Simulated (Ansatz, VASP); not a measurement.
**Two plane-wave programs on ZnCu**

The input INCAR:

```
SYSTEM = ZnCu
PREC     = Accurate       ! precision mode
ENCUT    = 520            ! plane-wave cutoff, eV
EDIFF    = 1E-6           ! SCF threshold, eV
ISMEAR   = 0              ! smearing method
SIGMA    = 0.1            ! smearing width, eV
LREAL    = .False.        ! projectors in reciprocal space
LASPH    = .True.         ! aspherical terms in the spheres
NELM     = 60             ! most SCF steps
ALGO     = Fast           ! electronic algorithm
ISIF     = 2              ! what is computed and relaxed
LWAVE    = .False.        ! write WAVECAR
LCHARG   = .True.         ! write CHGCAR
GGA      = PE             ! functional
LELF     = .True.         ! ELF
LVHAR    = .True.       
NBANDS   = 18             ! bands
```

File KPOINTS:

```
Automatic mesh
0
Gamma
  14 14 14
  0 0 0
```

Contents of POSCAR:

```
ZnCu
1.0
    3.0448649500      0.0000000000      0.0000000000
    0.0000000000      3.0448649500      0.0000000000
    0.0000000000      0.0000000000      3.0448649500
Zn Cu
1 1
Direct
    0.5000000000      0.5000000000      0.5000000000
    0.0000000000      0.0000000000      0.0000000000
```

Input for Ansatz:

```yaml
crystal:
  lattice:
    - [3.04486495, 0.0, 0.0]
    - [0.0, 3.04486495, 0.0]
    - [0.0, 0.0, 3.04486495]
  atoms:
    - { symbol: Zn, position: [0.5, 0.5, 0.5] }
    - { symbol: Cu, position: [0.0, 0.0, 0.0] }
basis:
  ecutwfc: 420
kpoints:
  mp_grid: { grid: [14, 14, 14] }
hamiltonian:
  xc: pbe
scf:
  occupations: { method: gaussian, width: 0.1 }
output:
  forces: true
  stress: true
  eigenvalues: true
  populations: true
```

Alike in both runs: task single point; functional PBE; k mesh 14 × 14 × 14; occupations gaussian, width 0.1 eV; no spin polarisation.

|  | VASP | Ansatz |
| --- | --- | --- |
| version | VASP 6.6.1 | Ansatz 0.2.0 |
| potentials or method | VASP PAW PBE potentials, release 64 (Zn, Cu), cutoff 520 eV | scalar-relativistic, plane waves, PAW |
| valence electrons in the cell | 23 | 31 |

|  | VASP | Ansatz | Ansatz less VASP |
| --- | --- | --- | --- |
| gap on the k mesh at the Fermi level (eV) | none | none | - |
| pressure (GPa) | -7.3 | -7.6 | -0.38 |

A gap of «none» marks a metal or a gap that the smearing closes. VASP's potentials hold 23 valence electrons a cell and Ansatz's 31, so a difference there can come from the potentials and not from the codes.
